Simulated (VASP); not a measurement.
# In (C2/m) in VASP: further runs

Runs on In. Level: PBE. Tasks: single point.

Everything below comes from runs of VASP 6.6.1. Logs are shortened: lines on timing, memory, paths and dates and some standing lists are left out, and cuts for length are marked.

### Step 1. The cell of the first run

It takes space group C2/m (No. 12, monoclinic). Conventional cell: a = 4.608 Å, b = 4.731 Å, c = 3.371 Å, α = 90.00°, β = 131.51°, γ = 90.00°. In (site symmetry 2/m) has 12 In at 3.30 to 3.47 Å within 4.3 Å.

### Step 2. Single point, PBE

INCAR

```
SYSTEM = In
  PREC = Accurate
  ENCUT = 520
  EDIFF = 1E-6
  ISMEAR = 1
  SIGMA = 0.3
  LREAL = .FALSE.
  LASPH = .TRUE.
  NELM = 100
  ALGO = Normal
  ISIF = 2
  LWAVE = .FALSE.
  LCHARG = .TRUE.
  GGA = PE
  LELF = .TRUE.
  LVHAR = .TRUE.
  NBANDS = 12
```

KPOINTS

```
regular mesh
0
G
  11 11 14
  0 0 0
```

POSCAR

```
In
1.0
   -1.6482197047      1.6973406184      2.5249789927
    1.6973406184     -1.6482197047      2.5249789927
    1.6043570008      1.6043570008     -2.4927016059
In
1
Direct
    0.0000000000      0.0000000000      0.0000000000
```

Potentials or basis: VASP PAW PBE potentials, release 64 (In_d).

The run is started by

```sh
$ cat potpaw_PBE.64/In_d/POTCAR > POTCAR
$ mpirun -np 1 vasp_std > vasp.out
```

OUTCAR:

```text
SYSTEM = In
   PREC = Accurate
   ENCUT = 520
   EDIFF = 1E-6
   ISMEAR = 1
   LREAL = .FALSE.
   LASPH = .TRUE.
   NELM = 100
   ISIF = 2
   GGA = PE

 ion  position               nearest neighbor table
   1  0.000  0.000  0.000-

  Warning from LATTYP: Got some problem with cell dimensions!
  Tried to take original basis but could not verify dimensions!
  LATTYP: Found a base centered monoclinic cell.
 ALAT       =     4.6077265532
 B/A-ratio  =     1.0268267285
 C/A-ratio  =     0.7315277982
 COS(beta)  =    -0.6627023839

  Lattice vectors:

 A1 = (   0.0438627039,  -3.3016976192,  -0.0322773868)
 A2 = (  -3.3016976192,   0.0438627039,  -0.0322773868)
 A3 = (   1.6043570008,   1.6043570008,  -2.4927016059)

Analysis of symmetry for initial positions (statically):
=====================================================================
 Subroutine PRICEL returns:
 Original cell was already a primitive cell.

 Routine SETGRP: Setting up the symmetry group for a
 base centered monoclinic supercell.

 Subroutine GETGRP returns: Found  4 space group operations
 (whereof  4 operations were pure point group operations)
 out of a pool of  4 trial point group operations.

The static configuration has the point symmetry C_2h.

Analysis of symmetry for dynamics (positions and initial velocities):
=====================================================================
 Subroutine PRICEL returns:
 Original cell was already a primitive cell.

 Routine SETGRP: Setting up the symmetry group for a
 base centered monoclinic supercell.

 Subroutine GETGRP returns: Found  4 space group operations
 (whereof  4 operations were pure point group operations)
 out of a pool of  4 trial point group operations.

The dynamic configuration has the point symmetry C_2h.

 Subroutine INISYM returns: Found  4 space group operations
 (whereof  4 operations are pure point group operations),
 and found     1 'primitive' translations

----------------------------------------------------------------------------------------

                                     Primitive cell

  volume of cell :      27.5152

  direct lattice vectors                    reciprocal lattice vectors
    -1.648219705  1.697340618  2.524978993     0.002091654  0.300995246  0.195073325
     1.697340618 -1.648219705  2.524978993     0.300995246  0.002091654  0.195073325
     1.604357001  1.604357001 -2.492701606     0.307011499  0.307011499 -0.005972598

  length of vectors
     3.460218531  3.460218531  3.370680060     0.358686654  0.358686654  0.434220903

  position of ions in fractional coordinates (direct lattice)
     0.000000000  0.000000000  0.000000000

  ion indices of the primitive-cell ions
   primitive index   ion index
                 1           1

----------------------------------------------------------------------------------------

 KPOINTS: regular mesh

Automatic generation of k-mesh.
 Grid dimensions read from file:
 generate k-points for:   11   11   14

 Generating k-lattice:

  Cartesian coordinates                     Fractional coordinates (reciprocal lattice)
     0.000190150  0.027363204  0.017733939     0.090909091  0.000000000 -0.000000000
     0.027363204  0.000190150  0.017733939     0.000000000  0.090909091 -0.000000000
     0.021929393  0.021929393 -0.000426614     0.000000000  0.000000000  0.071428571

  Length of vectors
     0.032607878  0.032607878  0.031015779

  Shift w.r.t. Gamma in fractional coordinates (k-lattice)
     0.000000000  0.000000000  0.000000000

 Subroutine IBZKPT returns following result:
 ===========================================

 Found    468 irreducible k-points:

 Following reciprocal coordinates:
            Coordinates               Weight
  0.000000  0.000000  0.000000      1.000000
  0.090909  0.000000 -0.000000      4.000000
  0.181818  0.000000 -0.000000      4.000000
  0.272727 -0.000000 -0.000000      4.000000
  0.363636  0.000000 -0.000000      4.000000
  0.454545  0.000000 -0.000000      4.000000
[... 16 lines left out ...]
 -0.272727  0.181818 -0.000000      4.000000
 -0.181818  0.181818  0.000000      2.000000
 [... further k-points ...]
   k-points           NKPTS =    468   k-points in BZ     NKDIM =    468   number of bands    NBANDS=     12
   number of dos      NEDOS =    301   number of ions     NIONS =      1
   total plane-waves  NPLWV =  21952
   dimension x,y,z NGX =    28 NGY =   28 NGZ =   28
   dimension x,y,z NGXF=    56 NGYF=   56 NGZF=   56
   ions per type =               1
   NGX,Y,Z   is equivalent  to a cutoff of  13.45, 13.45, 13.81 a.u.
   NGXF,Y,Z  is equivalent  to a cutoff of  26.91, 26.91, 27.62 a.u.
 SYSTEM =  In
   PREC   = accura    normal or accurate (medium, high low for compatibility)
   ISTART =      0    job   : 0-new  1-cont  2-samecut
   ICHARG =      2    charge: 1-file 2-atom 10-const
   ISPIN  =      1    spin polarized calculation?
   LNONCOLLINEAR =      F non collinear calculations
   LSORBIT =      F    spin-orbit coupling
   LASPH  =      T    aspherical Exc in radial PAW
   ENCUT  =  520.0 eV  38.22 Ry    6.18 a.u.   6.43  6.43  6.27*2*pi/ulx,y,z
   NELM   =    100;   NELMIN=  2; NELMDL= -5     # of ELM steps
   EDIFF  = 0.1E-05   stopping-criterion for ELM
   LREAL  =      F    real-space projection
   EDIFFG = 0.1E-04   stopping-criterion for IOM
   NSW    =      0    number of steps for IOM
   IBRION =     -1    ionic relax: 0-MD 1-quasi-New 2-CG
   NFREE  =      0    steps in history (QN), initial steepest desc. (CG)
   ISIF   =      2    stress and relaxation
   ISYM   =      2    0-nonsym 1-usesym 2-fastsym
   POTIM  = 0.5000    time-step for ionic-motion
   TEBEG  =    0.0;   TEEND  =   0.0 temperature during run
   PSTRESS=    0.0 pullay stress
   NELECT =      13.0000    total number of electrons
   NUPDOWN=      -1.0000    fix difference up-down
   EMIN   =  10.00;   EMAX   =-10.00  energy-range for DOS
   EFERMI =   0.00;   METHOD = LEGACY
   ISMEAR =     1;   SIGMA  =   0.30  broadening in eV -4-tet -1-fermi 0-gaus
   EFERMI_NEDOS =   21; number of points for ismear=-14 and -15
   IALGO  =     38    algorithm
   IMIX   =      4    mixing-type and parameters
     AMIX     =   0.40;   BMIX     =  1.00
     AMIX_MAG =   1.60;   BMIX_MAG =  1.00
  volume/ion in A,a.u.               =      27.52       185.68
  Fermi-wavevector in a.u.,A,eV,Ry     =   1.275064  2.409521 22.120188  1.625788
  Thomas-Fermi vector in A             =   2.407797
   LORBIT       =      0    0 simple, 1 ext, 2 COOP (PROOUT), +10 PAW based schemes
   GGA     = PE    functional components
   LHFCALC =     F    Hartree Fock is set to
   AEXX    =    0.0000 exact exchange contribution
   IVDW    =     0    specifies the selected vdW correction
   LEPSILON=     F    determine dielectric tensor
   LRPA    =     F    only Hartree local field effects (RPA)
 non-spin polarized calculation
 Methfessel and Paxton  Order N= 1 SIGMA  =   0.30
  energy-cutoff  :      520.00
  volume of cell :       27.52
 maximum number of plane-waves:       753
 NGX is ok and might be reduce to    28
   NGX = 13   NGY = 13   NGZ = 13

 number of electron      12.9999999 magnetization

 Free energy of the ion-electron system (eV)
  ---------------------------------------------------
  ext. energy  EPLUGINS =         0.00000000
  ---------------------------------------------------
  free energy    TOTEN  =        -2.55909230 eV

  energy without entropy =       -2.55906785  energy(sigma->0) =       -2.55908415

 E-fermi :   6.9639     XC(G=0): -10.0153

 val. band max:        6.9604323099   @ k =  -0.2727   0.3636   0.1429
 cond. band min:       6.9704571923   @ k =  -0.2727  -0.4545   0.2143
 fundamental gap:      0.0100248824
 Fermi energy:         6.9639311705

 k-point     1 :       0.0000    0.0000    0.0000
  band No.  band energies     occupation
      1      -7.6925      2.00000
      2      -7.6092      2.00000
      3      -7.5754      2.00000
      4      -7.5271      2.00000
      5      -7.4289      2.00000
      6      -2.2409      2.00000
      7      16.7612      0.00000
      8      17.0148      0.00000
      9      17.4799      0.00000
     10      18.5314      0.00000
     11      20.2276      0.00000
     12      20.5662      0.00000

 k-point     2 :       0.0909    0.0000   -0.0000
  band No.  band energies     occupation
      1      -7.6816      2.00000
      2      -7.6080      2.00000
      3      -7.5691      2.00000
      4      -7.5219      2.00000
      5      -7.4329      2.00000
      6      -2.0697      2.00000
      7      14.9039      0.00000
      8      16.6921      0.00000
      9      17.1095      0.00000
     10      18.3397      0.00000
     11      20.7662      0.00000
     12      21.0703      0.00000

 k-point     3 :       0.1818    0.0000   -0.0000
  band No.  band energies     occupation
      1      -7.6629      2.00000
      2      -7.6143      2.00000
      3      -7.5542      2.00000
      4      -7.4938      2.00000
      5      -7.4369      2.00000
      6      -1.5514      2.00000
      7      11.9431     -0.00000
      8      16.0925      0.00000
      9      16.5276      0.00000
     10      18.2477      0.00000
     11      19.8902      0.00000
     12      21.9913      0.00000
[... 286 lines left out ...]
 k-point    23 :      -0.2727    0.1818   -0.0000
  band No.  band energies     occupation
      1      -7.6852      2.00000
      2      -7.5713      2.00000
      3      -7.5123      2.00000
      4      -7.4953      2.00000
      5      -7.4172      2.00000
      6      -0.6257      2.00000
      7      11.2565     -0.00000
      8      13.6901      0.00000
      9      14.3693      0.00000
     10      16.3754      0.00000
     11      17.0019      0.00000
     12      22.4775      0.00000

 k-point    24 :      -0.1818    0.1818    0.0000
  band No.  band energies     occupation
      1      -7.6655      2.00000
      2      -7.5735      2.00000
      3      -7.5362      2.00000
      4      -7.5123      2.00000
      5      -7.4452      2.00000
      6      -1.2842      2.00000
      7      13.6900      0.00000
      8      14.4594      0.00000
      9      14.5795      0.00000
     10      16.2977      0.00000
     11      17.9151      0.00000
     12      22.8516      0.00000

 [... further k-points ...]
[... 5 lines left out ...]
  --------------------------------------------------------------------------------------
  -------------------------------------------------------------------------------------
  Total        0.0093324      0.0093324     -0.0386456     -0.0223436     -0.0444829     -0.0444829
  in kB        0.5434164      0.5434164     -2.2502903     -1.3010435     -2.5901876     -2.5901898
  external PRESSURE =      -0.3878192 kB  Pullay stress =       0.0000000 kB

 VOLUME and BASIS-vectors are now :
 -----------------------------------------------------------------------------
  energy-cutoff  :      520.00
  volume of cell :       27.52
      direct lattice vectors                 reciprocal lattice vectors
    -1.648219705  1.697340618  2.524978993     0.002091654  0.300995246  0.195073325
     1.697340618 -1.648219705  2.524978993     0.300995246  0.002091654  0.195073325
     1.604357001  1.604357001 -2.492701606     0.307011499  0.307011499 -0.005972598

 POSITION                                       TOTAL-FORCE (eV/Angst)
 -----------------------------------------------------------------------------------
      0.00000      0.00000      0.00000         0.000000     -0.000000      0.000000
 -----------------------------------------------------------------------------------
    total drift:                               -0.000000     -0.000000     -0.000000

  FREE ENERGIE OF THE ION-ELECTRON SYSTEM (eV)
  ---------------------------------------------------
  free  energy   TOTEN  =        -2.5590922978 eV

  energy  without entropy=       -2.5590678550  energy(sigma->0) =       -2.55908415
```

Wall time 55 s (1 thread of Intel Xeon 6975P-C (Granite Rapids), shared host); peak memory 0.27 GiB.

What came out:

| Quantity | Value |
| --- | --- |
| Free energy | -2.5591 eV |
| Pressure | 0.0 GPa |

Levels at points of the mesh, in eV from the Fermi level:
```csv
k point,band 3,band 4,band 5,band 6,band 7,band 8,band 9,band 10
"(0.00, 0.00, 0.00)",-14.54,-14.49,-14.39,-9.20,9.80,10.05,10.52,11.57
"(0.00, 0.00, 0.50)",-14.33,-14.29,-14.23,-1.65,-1.52,3.25,3.64,6.54
```

Caveat: spin-orbit coupling is left out, which moves the levels of the heavy elements.

### Step 3. Single point, PBE

INCAR

```
SYSTEM = In
PREC = Accurate
ENCUT = 520
EDIFF = 1E-7
ISMEAR = 1
SIGMA = 0.6
LREAL = .False.
LASPH = .True.
NELM = 60
ALGO = Normal
ISIF = 2
LWAVE = .False.
LCHARG = .False.
GGA = PE
NBANDS = 12
```

KPOINTS

```
Automatic mesh
0
Gamma
  11 11 14
  0 0 0
```

POSCAR is that of step 2.

Potentials or basis: VASP PAW PBE potentials, release 64 (In_d).

The run is started by

```sh
$ cat potpaw_PBE.64/In_d/POTCAR > POTCAR
$ mpirun -np 1 vasp_std > vasp.out
```

Wall time 56 s (1 thread of Intel Xeon 6975P-C (Granite Rapids), shared host); peak memory 0.27 GiB.

Results (log left out):

```
Free energy : -2.5592 eV
Pressure    : -0.1 GPa
```

Stress tensor (GPa, compression positive):
```
 0.01 -0.05 -0.19
-0.05  0.01 -0.19
-0.19 -0.19 -0.23
```

Levels at points of the mesh, in eV from the Fermi level:
```csv
k point,band 2,band 3,band 4,band 5,band 6,band 7,band 8,band 9,band 10,band 11
"(0.00, 0.00, 0.00)",-14.57,-14.53,-14.49,-14.39,-9.20,9.80,10.06,10.52,11.57,13.27
"(0.00, 0.00, 0.50)",-14.69,-14.32,-14.29,-14.22,-1.64,-1.52,3.25,3.65,6.55,7.00
```

Caveat: spin-orbit coupling is left out, which moves the levels of the heavy elements.
